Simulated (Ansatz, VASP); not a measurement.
Given: the input of a run of Ansatz 0.2.0 on MgI2.

File input.yaml:

```yaml
crystal:
  lattice:
    - [4.14, 0.0, 0.0]
    - [-2.07, 3.5853451717, 0.0]
    - [0.0, 0.0, 6.88]
  atoms:
    - { symbol: I, position: [0.674558, 0.338741, 0.755509] }
    - { symbol: I, position: [0.328413, 0.658993, 0.242838] }
    - { symbol: Mg, position: [0.000271, -0.006009, -0.004816] }
kpoints:
  mp_grid: { grid: [8, 8, 4] }
scf:
  occupations: { method: fermi_dirac, width: 0.05 }
hamiltonian:
  xc: pbesol
  pseudopotentials: { kind: all_electron, lapw: { basis_error: 0.001 } }
output:
  forces: true
  stress: true
  eigenvalues: true
  populations: true
```

Potentials or basis: all-electron LAPW, scalar-relativistic.

The run is started by

```bash
$ ansatz run input.yaml --threads 2 --pin off --max-ram 8192MiB --backend cpu --events-out ev --progress --plain --runs-dir out
```

**Question.** Set up the same calculation for VASP 6.6.1. Potentials there: VASP PAW PBE potentials, release 64 (I, Mg).

**Answer.** As run (the cutoff follows the program's own potentials):

The input INCAR:

```
ALGO = Normal
EDIFF = 1E-6
ENCUT = 520
GGA = PS
ISIF = 2
ISMEAR = -1
LASPH = True
LCHARG = False
LREAL = False
LWAVE = False
NBANDS = 15
NELM = 60
PREC = Accurate
SIGMA = 0.05
```

File KPOINTS:

```
k-points
0
Gamma
  8 8 4
```

Contents of POSCAR:

```
MgI2
1.0
    4.1400000000      0.0000000000      0.0000000000
   -2.0700000000      3.5853451717      0.0000000000
    0.0000000000      0.0000000000      6.8800000000
I Mg
2 1
Direct
    0.6745580000      0.3387410000      0.7555090000
    0.3284130000      0.6589930000      0.2428380000
    0.0002710000     -0.0060090000     -0.0048160000
```

Potentials or basis: VASP PAW PBE potentials, release 64 (I, Mg).

Launch:

```console
$ cat potpaw_PBE.64/I/POTCAR potpaw_PBE.64/Mg/POTCAR > POTCAR
$ mpirun -np 1 vasp_std > vasp.out
```

Both were run:

|  | VASP | Ansatz | Ansatz less VASP |
| --- | --- | --- | --- |
| gap on the k mesh at the Fermi level (eV) | 3.45 | 3.47 | +0.012 |
| least direct gap on the mesh (eV) | 3.59 | 3.60 | +0.008 |
| pressure (GPa) | -0.2 | -0.2 | +0.03 |
| traceless stress, the component that is largest in VASP (GPa) | 0.21 | 0.21 | 0.000 |
| rms of the force components (eV/Å) | 0.081 | 0.080 | -0.0007 |

VASP's potentials were made for PBE, not for PBEsol. Atom by atom the forces differ by 0.001 eV/Å (rms over components). Ansatz ran all-electron here, and VASP with PAW potentials.

Spin-orbit coupling is off throughout.
